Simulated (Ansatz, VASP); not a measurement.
Ga in VASP and in Ansatz

Contents of POSCAR:

```
Ga
1.0
   -2.9755000000      2.9755000000      2.9755000000
    2.9755000000     -2.9755000000      2.9755000000
    2.9755000000      2.9755000000     -2.9755000000
Ga
6
Direct
    0.2500000000      0.6250000000      0.3750000000
    0.3750000000      0.2500000000      0.6250000000
    0.7500000000      0.8750000000      0.1250000000
    0.1250000000      0.7500000000      0.8750000000
    0.6250000000      0.3750000000      0.2500000000
    0.8750000000      0.1250000000      0.7500000000
```

File INCAR.step1:

```
PREC = Accurate
ENCUT = 520
ISMEAR = 1
SIGMA = 0.15
LREAL = F
LASPH = T
NELM = 60
NBANDS = 48
GGA = PE
ALGO = Normal
EDIFF = 1E-4
LWAVE = T
LCHARG = F
```

INCAR.step2

```
PREC = Accurate
ENCUT = 520
EDIFF = 1E-6
ISMEAR = 1
SIGMA = 0.15
LREAL = F
LASPH = T
NELM = 60
ALGO = Normal
ISIF = 2
LWAVE = F
LCHARG = F
METAGGA = R2SCAN
LMIXTAU = T
NBANDS = 48
ISTART = 1
```

The input KPOINTS:

```
regular mesh
0
Gamma
  4 4 4
```

Input for Ansatz:

```yaml
crystal:
  lattice:
    - [-2.9755, 2.9755, 2.9755]
    - [2.9755, -2.9755, 2.9755]
    - [2.9755, 2.9755, -2.9755]
  atoms:
    - { symbol: Ga, position: [0.25, 0.625, 0.375] }
    - { symbol: Ga, position: [0.375, 0.25, 0.625] }
    - { symbol: Ga, position: [0.75, 0.875, 0.125] }
    - { symbol: Ga, position: [0.125, 0.75, 0.875] }
    - { symbol: Ga, position: [0.625, 0.375, 0.25] }
    - { symbol: Ga, position: [0.875, 0.125, 0.75] }
basis:
  ecutwfc: 500.0
kpoints:
  mp_grid:
    grid: [4, 4, 4]
hamiltonian:
  xc: r2scan
scf:
  algorithm: density_mixing
  self_checks: low
  occupations:
    method: cold
    width: 0.15
output:
  stress: true
```

Alike in both runs: task single point; functional r2SCAN; k mesh 4 × 4 × 4; no spin polarisation.

|  | VASP | Ansatz |
| --- | --- | --- |
| version | VASP 6.6.1 | Ansatz 0.2.0 |
| potentials or method | VASP PAW PBE potentials, release 64 (Ga_d), cutoff 520 eV | plane waves, PAW |
| occupations | methfessel-paxton of order 1, width 0.15 eV | cold, width 0.15 eV |
| valence electrons in the cell | 78 | 78 |

|  | VASP | Ansatz | Ansatz less VASP |
| --- | --- | --- | --- |
| pressure (GPa) | 1.6 | 1.5 | -0.07 |

VASP's potentials were made for PBE, not for r2SCAN.

The k mesh is coarse, so the values compare programs but aren't converged.
